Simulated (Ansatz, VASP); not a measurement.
## One calculation of In3Se, two programs

Contents of INCAR:

```
SYSTEM = In3Se
  PREC = Accurate
  ENCUT = 520
  EDIFF = 1E-6
  ISMEAR = -1
  SIGMA = 0.05
  LREAL = .FALSE.
  LASPH = .TRUE.
  NELM = 100
  ALGO = Normal
  ISIF = 2
  LWAVE = .FALSE.
  LCHARG = .TRUE.
  GGA = PS
  LELF = .TRUE.
  LVHAR = .TRUE.
  NBANDS = 30
```

The input KPOINTS:

```
Automatic mesh
0
G
  4 4 4
  0 0 0
```

Contents of POSCAR:

```
In3Se
1.0
    4.8037580000      0.0000000000      0.0000000000
    0.0000000000      4.8037580000      0.0000000000
    0.0000000000      0.0000000000      4.8037580000
In Se
3 1
Direct
    0.5000000000      0.5000000000      0.0000000000
    0.5000000000      0.0000000000      0.5000000000
    0.0000000000      0.5000000000      0.5000000000
    0.0000000000      0.0000000000      0.0000000000
```

input.yaml

```yaml
crystal:
  lattice:
    - [4.803758, 0.0, 0.0]
    - [0.0, 4.803758, 0.0]
    - [0.0, 0.0, 4.803758]
  atoms:
    - { symbol: In, position: [0.5, 0.5, 0.0] }
    - { symbol: In, position: [0.5, 0.0, 0.5] }
    - { symbol: In, position: [0.0, 0.5, 0.5] }
    - { symbol: Se, position: [0.0, 0.0, 0.0] }
kpoints:
  mp_grid: { grid: [4, 4, 4] }
  band_path:
    path:
      - [0.0, 0.0, 0.0]
      - [0.0, 0.5, 0.0]
      - [0.5, 0.5, 0.0]
      - [0.0, 0.0, 0.0]
      - [0.5, 0.5, 0.5]
      - [0.0, 0.5, 0.0]
    npoints: 12
scf:
  occupations: { method: fermi_dirac, width: 0.05 }
hamiltonian:
  xc: pbesol
  pseudopotentials: { kind: all_electron, lapw: { basis_error: 0.002 } }
output:
  forces: true
  stress: true
  eigenvalues: true
```

Alike in both runs: functional PBEsol; k mesh 4 × 4 × 4; occupations fermi-dirac, width 0.05 eV; no spin polarisation.

|  | VASP | Ansatz |
| --- | --- | --- |
| version | VASP 6.6.1 | Ansatz 0.2.0 |
| potentials or method | VASP PAW PBE potentials, release 64 (In_d, Se), cutoff 520 eV | all-electron LAPW, scalar-relativistic |
| task | single point | band structure |

|  | VASP | Ansatz | Ansatz less VASP |
| --- | --- | --- | --- |
| gap on the k mesh at the Fermi level (eV) | none | none | - |
| pressure (GPa) | -2.8 | -2.8 | +0.02 |

VASP's potentials were made for PBE, not for PBEsol. A gap of «none» marks a metal or a gap that the smearing closes. Ansatz ran all-electron here, and VASP with PAW potentials.

Noted on Ansatz's run: the k mesh is thin for a metal, which can move the energy by tens of meV per atom.
